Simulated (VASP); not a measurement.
Input of a VASP 6.6.1 run:

Contents of INCAR:

```
ALGO = Normal ; EDIFF = 1E-6
EDIFFG = -0.04 ; ENCUT = 600
GGA = PE ; IBRION = 2
ISIF = 3 ; ISMEAR = 0
LASPH = True ; LCHARG = False
LREAL = False ; LWAVE = False
NELM = 80 ; NSW = 90
PREC = Accurate ; SIGMA = 0.1
```

Contents of KPOINTS:

```
k-points
0
Gamma
  6 6 6
```

File POSCAR:

```
CaO
1.0
    0.0000000000      3.1960167200      3.1960167200
    3.1960167200      0.0000000000      3.1960167200
    3.1960167200      3.1960167200      0.0000000000
Ca O
2 2
Direct
    0.5000000000      0.5000000000      0.5000000000
    0.7500000000      0.7500000000      0.7500000000
    0.0000000000      0.0000000000      0.0000000000
    0.2500000000      0.2500000000      0.2500000000
```

Potentials or basis: VASP PAW PBE potentials, release 64 (Ca_sv, O).

Launch:

```console
$ cat potpaw_PBE.64/Ca_sv/POTCAR potpaw_PBE.64/O/POTCAR > POTCAR
$ mpirun -np 1 vasp_std > vasp.out
```

(1) Predict the relaxed volume.

(2) Estimate the relaxed cell.

Results:

(1) 13.15 Å³/atom.

(2) a = 4.206 Å, b = 4.206 Å, c = 4.206 Å, α = 60.00°, β = 60.00°, γ = 60.00°.

Caveat: the volume moved by over 15 % at a fixed basis, so the end points are rough.
